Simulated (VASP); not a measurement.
Input of a VASP 6.6.1 run:

INCAR

```
PREC     = Accurate       # precision mode
ENCUT    = 520            # plane-wave cutoff, eV
EDIFF    = 1E-6           # SCF threshold, eV
ISMEAR   = 0              # smearing method
SIGMA    = 0.05           # smearing width, eV
LREAL    = False          # projectors in reciprocal space
LASPH    = True           # aspherical terms in the spheres
NELM     = 150            # most SCF steps
ALGO     = Normal         # electronic algorithm
ISIF     = 2              # what is computed and relaxed
LWAVE    = False          # write WAVECAR
LCHARG   = False          # write CHGCAR
MAGMOM   = 0 0 0 0 0 0 0 0 0 # initial moments
LORBIT   = 11             # projections on sites
LSORBIT  = True           # spin-orbit coupling
GGA_COMPAT= False        
LORBMOM  = True         
GGA      = PS             # functional
NBANDS   = 39             # bands
```

Contents of KPOINTS:

```
regular mesh
0
Gamma
  6 6 4
```

Contents of POSCAR:

```
SnSe2
1.0
    3.8784406465      0.0000000001      0.0000000000
   -1.9392203234      3.3588281269      0.0000000000
    0.0000000000      0.0000000000      6.2216959668
Sn Se
1 2
Direct
    0.0000000000      0.0000000000      0.0000000000
    0.3333333333      0.6666666667      0.2592346922
    0.6666666667      0.3333333333      0.7407653078
```

Potentials or basis: VASP PAW PBE potentials, release 64 (Sn_d, Se).

Run with:

```bash
$ cat potpaw_PBE.64/Sn_d/POTCAR potpaw_PBE.64/Se/POTCAR > POTCAR
$ mpirun -np 1 vasp_ncl > vasp.out
```

(1) Estimate the net moment.

(2) Estimate the pressure.

(3) What does it give for the largest force?

Results:

(1) 0.00 μB per cell.

(2) -2.6 GPa.

(3) 0.366 eV/Å.

Caveat: the PAW data sets were made with another functional, which shifts forces and pressure a little; this functional lacks dispersion, which binds layers or chains, so the pressure and a relaxed spacing across them are unreliable.
